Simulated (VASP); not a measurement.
Here is a VASP 6.6.1 calculation.

The input INCAR:

```
PREC     = Accurate       # precision mode
ENCUT    = 520            # plane-wave cutoff, eV
EDIFF    = 1E-6           # SCF threshold, eV
ISMEAR   = 0              # smearing method
SIGMA    = 0.1            # smearing width, eV
LREAL    = F              # projectors in reciprocal space
LASPH    = T              # aspherical terms in the spheres
NELM     = 60             # most SCF steps
ALGO     = Normal         # electronic algorithm
ISIF     = 2              # what is computed and relaxed
LWAVE    = F              # write WAVECAR
LCHARG   = T              # write CHGCAR
GGA      = PS             # functional
LELF     = T              # ELF
LVHAR    = T            
NBANDS   = 26             # bands
```

File KPOINTS:

```
Automatic mesh
0
Gamma
  12 12 10
```

File POSCAR:

```
InAs
1.0
    3.0131402674      3.0131402674      0.0000000000
   -3.0131402674      3.0131402674      0.0000000000
    0.0000000000      0.0000000000      6.1236749677
In As
2 2
Direct
    0.5000000000      0.0000000000      0.2500000000
    0.0000000000      0.5000000000      0.7500000000
    0.0000000000      0.0000000000      0.0000000000
    0.5000000000      0.5000000000      0.5000000000
```

Potentials or basis: VASP PAW PBE potentials, release 64 (In_d, As).

Run with:

```console
$ cat potpaw_PBE.64/In_d/POTCAR potpaw_PBE.64/As/POTCAR > POTCAR
$ mpirun -np 1 vasp_std > vasp.out
```

Q: Predict the band gap on the k mesh.

A: Zero (filled and empty bands touch).

Q: Estimate the pressure.

A: 0.9 GPa.

Stress tensor (GPa, compression positive):
```
1.09 0.00 0.00
0.00 1.09 0.00
0.00 0.00 0.52
```

Caveat: the cell differs from its parent crystal (biaxial strain in the a-b plane: -1.0 %); semilocal functionals underestimate gaps, so a narrow gap can read as zero; the PAW data sets were made with another functional, which shifts forces and pressure a little; spin-orbit coupling is left out, which moves the levels of the heavy elements.
